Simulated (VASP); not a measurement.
The system is FeO.

```
CELL_PARAMETERS angstrom
0.00000 2.15540 2.15540
2.15540 0.00000 2.15540
2.15540 2.15540 0.00000
ATOMIC_POSITIONS crystal
Fe 0.00000 0.00000 0.00000
O 0.50000 0.50000 0.50000
```

Base run:

```yaml
Program: VASP 6.6.1
Functional: revPBE
Potentials_or_basis: VASP PAW PBE potentials, release 64 (Fe_sv, O)
Cutoff: 700 eV
k_mesh: 11 × 11 × 11
Occupations: fermi-dirac, width 0.05 eV
Spin: collinear spin, ferromagnetic start
Starting_moments: "[3.0, 0.0] μB"
```

Its results: band gap on the k mesh zero (filled and empty bands overlap); pressure 2.7 GPa; net moment 4.00 μB per cell; site moments Fe +3.49; O +0.29 μB.

Task: After a change of settings the same cell gave: band gap on the k mesh zero (filled and empty bands overlap); pressure -16.5 GPa; net moment 3.99 μB per cell; site moments Fe +3.43; O +0.31 μB. Which change was it?
A. functional from revPBE to PBEsol; dispersion from none to D4
B. functional from revPBE to PBE; k mesh from 11 × 11 × 11 to 6 × 6 × 6
C. functional from revPBE to LDA; potentials or basis from VASP PAW PBE potentials, release 64 (Fe_sv, O) to VASP PAW LDA potentials, release 64 (Fe_sv, O)
D. functional from revPBE to PBE; dispersion from none to D4

Result: C.

Caveats: a cell with one magnetic atom can't hold antiferromagnetic order, which such compounds often take; semilocal functionals often make such compounds metallic where correlation or magnetic order opens a gap, which also shifts bond lengths; the PAW data sets were made with another functional, which shifts forces and pressure a little (at least some runs); the cell stands under tension (at least some runs).
